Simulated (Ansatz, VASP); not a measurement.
Ta: VASP beside Ansatz

```xyz
1
Lattice="-1.6568 1.6568 1.6568 1.6568 -1.6568 1.6568 1.6568 1.6568 -1.6568" Properties=species:S:1:pos:R:3 pbc="T T T"
Ta    0.0000    0.0000    0.0000
```

Change from the starting cell: volume scaled by 1.01, PAW files.

Alike in both runs: task electric field gradients; functional PBEsol; k mesh 17 × 17 × 17; occupations fermi-dirac, width 0.08 eV; no spin polarisation.

|  | VASP | Ansatz |
| --- | --- | --- |
| version | VASP 6.6.1 | Ansatz 0.2.0 |
| potentials or method | VASP PAW PBE potentials, release 64 (Ta_pv) | PAW with Ansatz's default frozen-core files, scalar-relativistic |
| plane-wave cutoff (eV) | 520 | 420 |
| valence electrons in the cell | 11 | 13 |

```csv
,VASP,Ansatz,Ansatz less VASP
pressure (GPa),-5.6,-5.7,-0.14
```

VASP's potentials were made for PBE, not for PBEsol. VASP's potentials hold 11 valence electrons a cell and Ansatz's 13, so a difference there can come from the potentials and not from the codes.

Spin-orbit coupling is off throughout.
